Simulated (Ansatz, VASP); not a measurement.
One calculation of AlP, two programs

```xyz
4
Lattice="3.8682 0.0000 0.0000 0.0000 5.4705 0.0000 0.0000 0.0000 3.8682" Properties=species:S:1:pos:R:3 pbc="T T T"
Al    0.0000    0.0000    0.0000
Al    1.9341    2.7353    1.9341
P     0.0000    1.3676    1.9341
P     1.9341    4.1029    0.0000
```

Alike in both runs: task single point; functional PBEsol; k mesh 6 × 4 × 6; occupations gaussian, width 0.1 eV; no spin polarisation.

```csv
,VASP,Ansatz
version,VASP 6.6.1,Ansatz 0.2.0
potentials or method,"VASP PAW PBE potentials, release 64 (Al, P), cutoff 500 eV","scalar-relativistic, plane waves, PAW"
valence electrons in the cell,16,16
```

|  | VASP | Ansatz | Ansatz less VASP |
| --- | --- | --- | --- |
| gap on the k mesh at the Fermi level (eV) | 1.45 | 1.45 | +0.002 |
| least direct gap on the mesh (eV) | 1.45 | 1.45 | +0.002 |

VASP's potentials were made for PBE, not for PBEsol. With one functional, cell and mesh, what is left measures potentials, basis and numerics.
